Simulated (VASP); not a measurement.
Set up this calculation in VASP 6.6.1, as the native input.

- Task: single point
- Functional: PBEsol
- Potentials or basis: VASP PAW PBE potentials, release 64 (F_h, H_h)
- Cutoff: 910 eV
- k mesh: 1 × 1 × 1
- Occupations: fermi-dirac, width 0.02 eV
- Spin: no spin polarisation
- Dipole correction: no
- Second run: hard_potentials
- Further INCAR settings: ALGO = Normal; EDIFF = 1e-06; NBANDS = 36

The structure of HF lies in POSCAR:

```
HF
1.0
    5.4647890000      0.0000000000      0.0000000000
    0.0000000000      5.4647890000      0.0000000000
    0.0000000000      0.0000000000      5.4647890000
F H
6 6
Direct
    0.0230932978      0.1078907164      1.0620355150
    0.4255608039      0.7795360443      0.5983579604
    0.8258324338      0.2775221514      0.7154713567
    0.8438020205      0.9433667064      0.4572363178
    0.2327811742      0.4414626072      0.3819543627
    0.5668288382      0.3760437960      0.1229507672
   -0.1176806643      0.2347574627      0.8902631007
    0.5856035796      0.8121631046      0.5419605405
    0.8430334639      0.0750989654      0.6007185273
    0.9486551082      1.0860620602      0.2263399374
    0.3074592633      0.5708729102      0.4701553893
    0.4102811655      0.3562626114      0.2032649385
```

The input as run:

INCAR

```
PREC     = Accurate       # precision mode
ENCUT    = 910            # plane-wave cutoff, eV
EDIFF    = 1E-6           # SCF threshold, eV
ISMEAR   = -1             # smearing method
SIGMA    = 0.02           # smearing width, eV
LREAL    = False          # projectors in reciprocal space
LASPH    = True           # aspherical terms in the spheres
NELM     = 120            # most SCF steps
ALGO     = Normal         # electronic algorithm
ISIF     = 2              # what is computed and relaxed
LWAVE    = False          # write WAVECAR
LCHARG   = False          # write CHGCAR
GGA      = PS             # functional
NBANDS   = 36             # bands
GGA_COMPAT= False
```

KPOINTS

```
regular mesh
0
Gamma
  1 1 1
```

Potentials or basis: VASP PAW PBE potentials, release 64 (F_h, H_h).

Run with:

```console
$ cat potpaw_PBE.64/F_h/POTCAR potpaw_PBE.64/H_h/POTCAR > POTCAR
$ mpirun -np 1 vasp_gam > vasp.out
```

It gave:

| Quantity | Value |
| --- | --- |
| Pressure | 0.1 GPa |
| Largest force | 1.559 eV/Å |
| Band gap on the k mesh | 6.70 eV |

Caveat: the k points lie up to 1.15 Å⁻¹ apart; the cutoff is under 1.25 times the usual one of these potentials, so pressure, stress and relaxed cells hold a basis-set (Pulay) error; the PAW data sets were made with another functional, which shifts forces and pressure a little.

Wall time 33 s on 1 thread of Intel(R) Xeon(R) Platinum 8259CL CPU @ 2.50GHz (Skylake/Cascade Lake), on a shared host, peak memory 0.36 GiB.
